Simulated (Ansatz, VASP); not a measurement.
**TiSi2: VASP beside Ansatz**

File INCAR:

```
SYSTEM = TiSi2
PREC = Accurate
ENCUT = 520
EDIFF = 1E-6
ISMEAR = -1
SIGMA = 0.08
LREAL = .False.
LASPH = .True.
NELM = 60
ALGO = Normal
ISIF = 2
LWAVE = .False.
LCHARG = .False.
GGA = PS
NBANDS = 29
```

Contents of KPOINTS:

```
Automatic mesh
0
Gamma
  8 8 8
  0 0 0
```

The input POSCAR:

```
TiSi2
1.0
    0.0000000000      4.1042273219      4.2472473852
    2.3785183350      0.0000000000      4.2472473852
    2.3785183350      4.1042273219      0.0000000000
Ti Si
2 4
Direct
    0.7500000000      0.7500000000      0.7500000000
    0.5000000000      0.5000000000      0.5000000000
    0.0830000000      0.4170000000      0.0830000000
    0.4170000000      0.0830000000      0.4170000000
    0.1670000000      0.8330000000      0.1670000000
    0.8330000000      0.1670000000      0.8330000000
```

Input for Ansatz:

```yaml
crystal:
  lattice:
    - [0.0, 4.1042273219, 4.2472473852]
    - [2.378518335, 0.0, 4.2472473852]
    - [2.378518335, 4.1042273219, 0.0]
  atoms:
    - { symbol: Ti, position: [0.75, 0.75, 0.75] }
    - { symbol: Ti, position: [0.5, 0.5, 0.5] }
    - { symbol: Si, position: [0.083, 0.417, 0.083] }
    - { symbol: Si, position: [0.417, 0.083, 0.417] }
    - { symbol: Si, position: [0.167, 0.833, 0.167] }
    - { symbol: Si, position: [0.833, 0.167, 0.833] }
kpoints:
  mp_grid: { grid: [8, 8, 8] }
  band_path:
    path:
      - [0.0, 0.0, 0.0]
      - [0.5, 0.0, 0.5]
      - [1.0, 0.5, 0.5]
      - [0.5, 0.5, 0.0]
      - [0.0, 0.0, 0.0]
      - [0.0, 0.4123673781, 0.4123673781]
      - [1.0, 0.5876326219, 0.5876326219]
      - [1.0, 0.5, 0.5]
      - [0.5, 0.0, 0.5]
    npoints: 5
scf:
  occupations: { method: fermi_dirac, width: 0.08 }
hamiltonian:
  xc: pbesol
  pseudopotentials: { kind: all_electron, lapw: { basis_error: 0.0005 } }
output:
  forces: true
  stress: true
  eigenvalues: true
```

Change from the starting cell: volume scaled by 0.99.

Alike in both runs: task single point; functional PBEsol; k mesh 8 × 8 × 8; occupations fermi-dirac, width 0.08 eV; no spin polarisation.

|  | VASP | Ansatz |
| --- | --- | --- |
| version | VASP 6.6.1 | Ansatz 0.2.0 |
| potentials or method | VASP PAW PBE potentials, release 64 (Ti_sv, Si), cutoff 520 eV | all-electron LAPW, scalar-relativistic |

|  | VASP | Ansatz | Ansatz less VASP |
| --- | --- | --- | --- |
| pressure (GPa) | -0.1 | -0.2 | -0.16 |
| traceless stress, the component that is largest in VASP (GPa) | -0.58 | -0.53 | +0.044 |
| rms of the force components (eV/Å) | 0.083 | 0.083 | -0.0001 |

VASP's potentials were made for PBE, not for PBEsol. Atom by atom the forces differ by 0.000 eV/Å (rms over components). Ansatz ran all-electron here, and VASP with PAW potentials.
